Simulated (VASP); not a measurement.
Ti4B, 5 atoms in the cell. The cell holds a slab with vacuum, 5 atoms: a = 2.868 Å, b = 2.868 Å, c = 25.084 Å, α = 90.00°, β = 90.00°, γ = 90.00°. 

| Item | Value |
| --- | --- |
| Program | VASP 6.6.1 |
| Task | relaxation of the atoms |
| Functional | PBEsol |
| Potentials or basis | VASP PAW PBE potentials, release 64 (Ti_sv, B) |
| Cutoff | 520 eV |
| k mesh | 10 × 10 × 1 |
| Occupations | gaussian, width 0.1 eV |
| Spin | no spin polarisation |
| Dipole correction | yes |
| Atoms held fixed (from 0) | [0, 1] |
| Further INCAR settings | ALGO = Fast; EDIFF = 1e-07; IBRION = 2; EDIFFG = -0.03; NSW = 90 |

Potentials or basis: VASP PAW PBE potentials, release 64 (Ti_sv, B).

Launch:

```bash
$ cat potpaw_PBE.64/Ti_sv/POTCAR potpaw_PBE.64/B/POTCAR > POTCAR
$ mpirun -np 4 vasp_std > vasp.out
```

Hardware: 4 MPI ranks on Oxide Virtual Turin-like Processor, with other jobs on the host.

**Question.** Estimate the wall time of this run.

**Answer.** Run time: 41 min on 4 MPI ranks on Oxide Virtual Turin-like Processor, on a shared host, peak memory 0.45 GiB a rank. Counts: scf iterations 277, k points 36, ion steps 6.
